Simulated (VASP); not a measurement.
Wanted: the native input for a VASP 6.6.1 run.

| Property | Result |
| --- | --- |
| Task | single point |
| Functional | LDA |
| Potentials or basis | VASP PAW LDA potentials, release 64 (Cu, O) |
| Cutoff | 520 eV |
| k mesh | 8 × 8 × 6 |
| Occupations | fermi-dirac, width 0.05 eV |
| Spin | no spin polarisation |
| Dipole correction | no |
| Further INCAR settings | ALGO = Normal; EDIFF = 1e-07; NBANDS = 25 |

The structure of CuO lies in POSCAR:

```
CuO
1.0
    3.7956308276      0.0000000000      0.0000000000
    0.0000000000      3.7956308276      0.0000000000
    0.0000000000      0.0000000000      3.0722692278
Cu O
2 2
Direct
    0.0000000000      0.0000000000      0.0000000000
    0.5000000000      0.5000000000      0.0000000000
    0.5000000000      0.0000000000      0.0001564804
    0.0000000000      0.5000000000      0.9998435196
```

These files were run (other wordings do the same):

INCAR

```
SYSTEM = CuO
ALGO = Normal
EDIFF = 1E-7
ENCUT = 520
ISIF = 2
ISMEAR = -1
LASPH = .True.
LCHARG = .True.
LELF = .True.
LREAL = .False.
LVHAR = .True.
LWAVE = .False.
NBANDS = 25
NELM = 100
PREC = Accurate
SIGMA = 0.05
```

KPOINTS

```
k-points
0
Gamma
  8 8 6
  0 0 0
```

Potentials or basis: VASP PAW LDA potentials, release 64 (Cu, O).

The run is started by

```console
$ cat potpaw_LDA.64/Cu/POTCAR potpaw_LDA.64/O/POTCAR > POTCAR
$ mpirun -np 1 vasp_std > vasp.out
```

Results of the run:

```json
{"Pressure": "1.0 GPa", "Band gap on the k mesh": "zero (band 17 reaches 6.12 eV, above the bottom of band 18 at 2.72 eV)"}
```

Caveat: semilocal functionals often make such compounds metallic where correlation or magnetic order opens a gap, which also shifts bond lengths.

Wall time 61 s on 1 thread of Intel(R) Xeon(R) 6975P-C (Granite Rapids) (shared host), peak memory 0.17 GiB.
